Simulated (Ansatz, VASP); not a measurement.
MgO: VASP beside Ansatz

```xyz
8
Lattice="1.4689 2.5441 2.6798 -1.4689 -2.5441 2.6798 4.4066 -2.5441 0.0000" Properties=species:S:1:pos:R:3 pbc="T T T"
Mg    0.0000   -0.6000    2.6798
Mg    1.4689   -2.5441    2.6798
Mg    2.9377    0.0000    2.6798
Mg    0.0000    0.0000    0.0000
O     1.4689   -0.8480    4.0197
O     2.9377   -3.3922    4.0197
O     2.9377   -3.3922    1.3399
O     1.4689   -0.8480    1.3399
```

Alike in both runs: task single point; functional PBE; k mesh 6 × 6 × 6; occupations gaussian, width 0.05 eV; no spin polarisation.

```csv
,VASP,Ansatz
version,VASP 6.6.1,Ansatz 0.2.0
potentials or method,"VASP PAW PBE potentials, release 64 (Mg, O), cutoff 520 eV","scalar-relativistic, plane waves, PAW"
valence electrons in the cell,32,64
```

VASP gave:

| Item | Value |
| --- | --- |
| gap on the k mesh at the Fermi level (eV) | 2.03 |
| least direct gap on the mesh (eV) | 2.35 |
| pressure (GPa) | 3.8 |
| traceless stress, the component that is largest in VASP (GPa) | -3.63 |
| rms of the force components (eV/Å) | 1.122 |

What did Ansatz give for the same quantities?

gap on the k mesh at the Fermi level (eV): 2.09; least direct gap on the mesh (eV): 2.41; pressure (GPa): 4.3; traceless stress, the component that is largest in VASP (GPa): -3.47; rms of the force components (eV/Å): 1.103.

Atom by atom the forces differ by 0.020 eV/Å (rms over components). The functional is the same, so the differences come from potentials, cutoffs and numerics. VASP's potentials hold 32 valence electrons a cell and Ansatz's 64, so a difference there can come from the potentials and not from the codes.
